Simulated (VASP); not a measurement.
# SiGe2N (P6/mmm) in VASP: notebook

Runs on SiGe2N. Level: PBE. Tasks: single point, relaxation of cell and atoms.

Program: VASP 6.6.1. These are calculated values, not measurements. Logs are shortened: lines on timing, memory, paths and dates and some standing lists are left out, and cuts for length are marked.

## Step 1: The cell of the first run

Symmetry: P6/mmm, No. 191, hexagonal system. The conventional cell has a = 3.112 Å, b = 3.112 Å, c = 8.836 Å, α = 90.00°, β = 90.00°, γ = 120.00°. Si (site symmetry 6/mmm) has 2 Ge at 2.69 Å and 6 Si at 3.11 Å within 3.5 Å. Within 2.3 Å of Ge (site symmetry 6mm) lie 1 N at 1.73 Å. N (site symmetry 6/mmm) has 2 Ge at 1.73 Å within 2.3 Å.

## Step 2: Single point, PBE

File INCAR:

```
SYSTEM = SiGe2N
  PREC = Accurate
  ENCUT = 520
  EDIFF = 1E-7
  ISMEAR = 0
  SIGMA = 0.1
  LREAL = .FALSE.
  LASPH = .TRUE.
  NELM = 100
  ALGO = Normal
  ISIF = 2
  LWAVE = .FALSE.
  LCHARG = .TRUE.
  GGA = PE
  LELF = .TRUE.
  LVHAR = .TRUE.
  NBANDS = 26
```

File KPOINTS:

```
Automatic mesh
0
G
  6 6 4
  0 0 0
```

File POSCAR:

```
SiGe2N
1.0
    3.1122092229      0.0000000000      0.0000000000
   -1.5561046114      2.6952522489      0.0000000000
    0.0000000000      0.0000000000      8.8355633896
Si Ge N
1 2 1
Direct
    0.0000000000      0.0000000000      0.5000000000
    0.0000000000      0.0000000000      0.1956581845
    0.0000000000      0.0000000000      0.8043418155
    0.0000000000      0.0000000000      0.0000000000
```

Potentials or basis: VASP PAW PBE potentials, release 64 (Si, Ge_d, N).

The run is started by

```console
$ cat potpaw_PBE.64/Si/POTCAR potpaw_PBE.64/Ge_d/POTCAR potpaw_PBE.64/N/POTCAR > POTCAR
$ mpirun -np 1 vasp_std > vasp.out
```

OUTCAR:

```text
SYSTEM = SiGe2N
   PREC = Accurate
   ENCUT = 520
   EDIFF = 1E-7
   ISMEAR = 0
   LREAL = .FALSE.
   LASPH = .TRUE.
   NELM = 100
   ISIF = 2
   GGA = PE

 ion  position               nearest neighbor table
   1  0.000  0.000  0.500-   2 2.69   3 2.69
   2  0.000  0.000  0.196-   4 1.73   1 2.69
   3  0.000  0.000  0.804-   4 1.73   1 2.69
   4  0.000  0.000  0.000-   2 1.73   3 1.73

  LATTYP: Found a hexagonal cell.
 ALAT       =     3.1122092229
 C/A-ratio  =     2.8390004517

  Lattice vectors:

 A1 = (   3.1122092229,   0.0000000000,   0.0000000000)
 A2 = (  -1.5561046114,   2.6952522489,   0.0000000000)
 A3 = (   0.0000000000,   0.0000000000,   8.8355633896)

Analysis of symmetry for initial positions (statically):
=====================================================================
 Subroutine PRICEL returns:
 Original cell was already a primitive cell.

 Routine SETGRP: Setting up the symmetry group for a
 hexagonal supercell.

 Subroutine GETGRP returns: Found 24 space group operations
 (whereof 24 operations were pure point group operations)
 out of a pool of 24 trial point group operations.

The static configuration has the point symmetry D_6h.

Analysis of symmetry for dynamics (positions and initial velocities):
=====================================================================
 Subroutine PRICEL returns:
 Original cell was already a primitive cell.

 Routine SETGRP: Setting up the symmetry group for a
 hexagonal supercell.

 Subroutine GETGRP returns: Found 24 space group operations
 (whereof 24 operations were pure point group operations)
 out of a pool of 24 trial point group operations.

The dynamic configuration has the point symmetry D_6h.

 Subroutine INISYM returns: Found 24 space group operations
 (whereof 24 operations are pure point group operations),
 and found     1 'primitive' translations

----------------------------------------------------------------------------------------

                                     Primitive cell

  volume of cell :      74.1144

[... 80 lines left out ...]
   ISTART =      0    job   : 0-new  1-cont  2-samecut
   ICHARG =      2    charge: 1-file 2-atom 10-const
   ISPIN  =      1    spin polarized calculation?
   LNONCOLLINEAR =      F non collinear calculations
   LSORBIT =      F    spin-orbit coupling
   LASPH  =      T    aspherical Exc in radial PAW
   ENCUT  =  520.0 eV  38.22 Ry    6.18 a.u.   5.79  5.79 16.43*2*pi/ulx,y,z
   NELM   =    100;   NELMIN=  2; NELMDL= -5     # of ELM steps
   EDIFF  = 0.1E-06   stopping-criterion for ELM
   LREAL  =      F    real-space projection
   EDIFFG = 0.1E-05   stopping-criterion for IOM
   NSW    =      0    number of steps for IOM
   IBRION =     -1    ionic relax: 0-MD 1-quasi-New 2-CG
   NFREE  =      0    steps in history (QN), initial steepest desc. (CG)
   ISIF   =      2    stress and relaxation
   ISYM   =      2    0-nonsym 1-usesym 2-fastsym
   POTIM  = 0.5000    time-step for ionic-motion
   TEBEG  =    0.0;   TEEND  =   0.0 temperature during run
   PSTRESS=    0.0 pullay stress
   NELECT =      37.0000    total number of electrons
   NUPDOWN=      -1.0000    fix difference up-down
   EMIN   =  10.00;   EMAX   =-10.00  energy-range for DOS
   EFERMI =   0.00;   METHOD = LEGACY
   ISMEAR =     0;   SIGMA  =   0.10  broadening in eV -4-tet -1-fermi 0-gaus
   EFERMI_NEDOS =   21; number of points for ismear=-14 and -15
   IALGO  =     38    algorithm
   IMIX   =      4    mixing-type and parameters
     AMIX     =   0.40;   BMIX     =  1.00
     AMIX_MAG =   1.60;   BMIX_MAG =  1.00
  volume/ion in A,a.u.               =      18.53       125.04
  Fermi-wavevector in a.u.,A,eV,Ry     =   1.298697  2.454182 22.947784  1.686615
  Thomas-Fermi vector in A             =   2.430009
   LORBIT       =      0    0 simple, 1 ext, 2 COOP (PROOUT), +10 PAW based schemes
   GGA     = PE    functional components
   LHFCALC =     F    Hartree Fock is set to
   AEXX    =    0.0000 exact exchange contribution
   IVDW    =     0    specifies the selected vdW correction
   LEPSILON=     F    determine dielectric tensor
   LRPA    =     F    only Hartree local field effects (RPA)
 non-spin polarized calculation
 Gauss-broadening in eV      SIGMA  =   0.10
  energy-cutoff  :      520.00
  volume of cell :       74.11
 maximum number of plane-waves:      2016
 NGX is ok and might be reduce to    24
   NGX = 11   NGY = 11   NGZ = 33

 number of electron      36.9999996 magnetization

 Free energy of the ion-electron system (eV)
  ---------------------------------------------------
  ext. energy  EPLUGINS =         0.00000000
  ---------------------------------------------------
  free energy    TOTEN  =       -19.33985565 eV

  energy without entropy =      -19.33282643  energy(sigma->0) =      -19.33634104

 E-fermi :   4.8705     XC(G=0): -10.1691

 val. band max:        4.7629972443   @ k =   0.0000   0.0000   0.2500
 cond. band min:       4.8921701733   @ k =   0.3333   0.1667   0.5000
 fundamental gap:      0.1291729290
 Fermi energy:         4.8705179615

 k-point     1 :       0.0000    0.0000    0.0000
  band No.  band energies     occupation
      1     -19.7378      2.00000
      2     -19.6746      2.00000
      3     -19.6746      2.00000
      4     -19.6742      2.00000
      5     -19.6742      2.00000
      6     -19.6713      2.00000
[... 598 lines left out ...]
     25      12.0365      0.00000
     26      12.0365      0.00000

------------------------ aborting loop because EDIFF is reached ----------------------------------------

  FORCE on cell =-STRESS in cart. coord.  units (eV):
  Direction    XX          YY          ZZ          XY          YZ          ZX
  --------------------------------------------------------------------------------------
  -------------------------------------------------------------------------------------
  Total       -0.0202223     -0.0202223     -0.4357036     -0.0000000     -0.0000000      0.0000000
  in kB       -0.4371589     -0.4371589     -9.4188812     -0.0000000     -0.0000000      0.0000000
  external PRESSURE =      -3.4310664 kB  Pullay stress =       0.0000000 kB

 VOLUME and BASIS-vectors are now :
 -----------------------------------------------------------------------------
  energy-cutoff  :      520.00
  volume of cell :       74.11
      direct lattice vectors                 reciprocal lattice vectors
     3.112209223  0.000000000  0.000000000     0.321315159  0.185511393  0.000000000
    -1.556104611  2.695252249  0.000000000     0.000000000  0.371022787  0.000000000
     0.000000000  0.000000000  8.835563390     0.000000000  0.000000000  0.113178974

 POSITION                                       TOTAL-FORCE (eV/Angst)
 -----------------------------------------------------------------------------------
      0.00000      0.00000      4.41778         0.000000     -0.000000     -0.000000
      0.00000      0.00000      1.72875        -0.000000      0.000000     -0.107306
      0.00000      0.00000      7.10681         0.000000      0.000000      0.107306
      0.00000      0.00000      0.00000         0.000000     -0.000000     -0.000000
 -----------------------------------------------------------------------------------
    total drift:                                0.000000     -0.000000      0.000000

  FREE ENERGIE OF THE ION-ELECTRON SYSTEM (eV)
  ---------------------------------------------------
  free  energy   TOTEN  =       -19.3398556514 eV

  energy  without entropy=      -19.3328264267  energy(sigma->0) =      -19.33634104
```

stdout:

```text
POSCAR found type information on POSCAR SiGeN
 POSCAR found :  3 types and       4 ions
 scaLAPACK will be used
 LDA part: xc-table for (Slater+PW92), standard interpolation
 POSCAR, INCAR and KPOINTS ok, starting setup
 FFT: planning ... GRIDC
 FFT: planning ... GRID_SOFT
 FFT: planning ... GRID
 WAVECAR not read
 entering main loop
```

It took 81 s on 1 thread of Intel Xeon 8259CL, shared host; peak memory 0.2 GiB.

Results:

| Property | Result |
| --- | --- |
| Free energy | -19.3399 eV |
| Pressure | -0.3 GPa |
| Largest force | 0.107 eV/Å |

Forces in eV/Å, atoms in the order of the input:
```
Si   0.000  0.000  0.000
Ge   0.000  0.000 -0.107
Ge   0.000  0.000  0.107
N    0.000  0.000  0.000
```

Levels at points of the mesh, in eV from the Fermi level:
| k point | band 16 | band 17 | band 18 | band 19 | band 20 | band 21 |
| --- | --- | --- | --- | --- | --- | --- |
| (0.00, 0.00, 0.00) | -0.38 | -0.38 | 0.90 | 3.72 | 5.80 | 5.80 |
| (0.50, 0.00, 0.00) | -3.55 | -3.11 | -2.92 | -1.19 | 0.57 | 3.10 |
| (0.00, 0.00, 0.50) | -1.17 | -0.38 | -0.38 | 5.61 | 5.61 | 5.87 |
| (0.50, 0.00, 0.50) | -4.38 | -1.91 | -1.19 | -0.89 | -0.42 | 1.86 |

Caveat: the k points lie up to 0.39 Å⁻¹ apart.

## Step 3: Relaxation of cell and atoms, PBE

This run uses another cell than the first one, of 16.67 Å³/atom, 0.899 times its volume.

File INCAR:

```
SYSTEM = SiGe2N
ALGO = Normal
EDIFF = 1E-6
EDIFFG = -0.04
ENCUT = 600
GGA = PE
IBRION = 2
ISIF = 3
ISMEAR = 0
LASPH = .True.
LCHARG = .False.
LREAL = .False.
LWAVE = .False.
NELM = 60
NSW = 90
PREC = Accurate
SIGMA = 0.1
```

File KPOINTS:

```
k-points
0
Gamma
  6 6 4
  0 0 0
```

File POSCAR:

```
SiGe2N
1.0
    3.3320215400      0.0000000000      0.0000000000
   -1.6660107700      2.8856153000      0.0000000000
    0.0000000000      0.0000000000      6.9335050400
Si Ge N
1 2 1
Direct
    0.0000000000      0.0000000000      0.5000000000
    0.0000000000      0.0000000000      0.2037887100
    0.0000000000      0.0000000000      0.7962112900
    0.0000000000      0.0000000000      0.0000000000
```

Potentials or basis: VASP PAW PBE potentials, release 64 (Si, Ge_d, N).

The run is started by

```console
$ cat potpaw_PBE.64/Si/POTCAR potpaw_PBE.64/Ge_d/POTCAR potpaw_PBE.64/N/POTCAR > POTCAR
$ mpirun -np 1 vasp_std > vasp.out
```

It took 30 min on 1 thread of Intel Xeon 8259CL, shared host; peak memory 0.24 GiB.

The run converged. Its results:

```
Free energy                            : -19.3226 eV
Relaxed volume                         : 17.79 Å³/atom
Relaxed cell                           : a = 2.999 Å, b = 2.999 Å, c = 9.139 Å, α = 90.00°, β = 90.00°, γ = 120.00°
Space group after relaxing (to 0.05 Å) : P6/mmm (No. 191)
Energy gained by relaxing              : 1980.5 meV/atom
Ionic steps                            : 29
Pressure after relaxing                : 0.1 GPa
Largest force after relaxing           : 0.015 eV/Å
```

Forces in eV/Å, atoms in the order of the input:
```
Si   0.000  0.000  0.000
Ge   0.000  0.000 -0.015
Ge   0.000  0.000  0.015
N    0.000  0.000  0.000
```

Stress tensor (GPa, compression positive):
```
 0.15  0.00  0.00
 0.00  0.15  0.00
 0.00  0.00 -0.04
```

Step by step:
| step | energy change (eV) | largest force (eV/Å) | pressure (GPa) | volume (Å³) |
| --- | --- | --- | --- | --- |
| 1 | 0.0000 | 18.7148 | 62.06 | 66.67 |
| 2 | 1.7811 | 0.6603 | -18.96 | 124.45 |
| 3 | -0.6426 | 1.9295 | -9.62 | 112.79 |
| 4 | -1.0268 | 2.4445 | -7.23 | 109.22 |
| 5 | -1.3202 | 3.1989 | -4.82 | 104.94 |
| 6 | -1.3974 | 3.5284 | -4.02 | 103.34 |
| 7 | -2.1829 | 0.7737 | -13.34 | 96.00 |
| 8 | -2.1843 | 0.7702 | -13.45 | 95.94 |
| 9 | -3.4563 | 1.5033 | -9.09 | 80.06 |
| 10 | -1.1296 | 1.7707 | 58.22 | 48.90 |
| 11 | -3.8526 | 1.7392 | -3.91 | 72.56 |
| 12 | -3.9510 | 1.8453 | 3.93 | 64.97 |
| 13 | -3.9665 | 1.8296 | 2.39 | 66.36 |
| 14 | -4.3209 | 1.8893 | 2.14 | 65.43 |
| 15 | -5.4250 | 2.3606 | 0.78 | 62.39 |
| 16 | -7.2436 | 1.6458 | 10.94 | 55.30 |
| 17 | -5.8324 | 6.7475 | 45.47 | 52.34 |
| 18 | -7.2168 | 1.6050 | 12.08 | 55.04 |
| 19 | -7.6192 | 0.3431 | 10.75 | 59.34 |
| 20 | -7.6183 | 1.9343 | 12.19 | 62.56 |
| 21 | -7.9022 | 0.6108 | 1.76 | 71.03 |
| 22 | -7.9132 | 0.4187 | 1.61 | 72.47 |
| 23 | -7.8945 | 0.0149 | -1.60 | 75.42 |
| 24 | -7.9110 | 0.2857 | -0.11 | 73.41 |
| 25 | -7.9123 | 0.3395 | 0.13 | 73.03 |
| 26 | -7.9127 | 0.3799 | 0.30 | 72.75 |
| 27 | -7.9185 | 0.2113 | 0.05 | 72.35 |
| 28 | -7.9215 | 0.0565 | -0.44 | 71.73 |
| 29 | -7.9219 | 0.0148 | 0.09 | 71.17 |

Final structure:
```
CELL_PARAMETERS angstrom
2.99869 0.00000 0.00000
-1.49934 2.59694 0.00000
0.00000 0.00000 9.13891
ATOMIC_POSITIONS crystal
Si 0.00000 0.00000 0.50000
Ge 0.00000 0.00000 0.19001
Ge 0.00000 0.00000 0.80999
N 0.00000 0.00000 0.00000
```

Levels at points of the mesh, in eV from the Fermi level:
```tsv
k point	band 17	band 18	band 19	band 20	band 21	band 22
(0.00, 0.00, 0.00)	0.10	0.19	3.20	6.98	6.98	8.22
(0.50, 0.00, 0.00)	-3.09	-3.06	-0.82	0.18	3.21	3.85
(0.00, 0.00, 0.50)	0.10	0.10	5.51	6.55	6.86	6.86
(0.50, 0.00, 0.50)	-2.46	-1.02	-0.81	-0.50	1.78	3.67
```

Caveat: the k points lie up to 0.40 Å⁻¹ apart in the final cell.
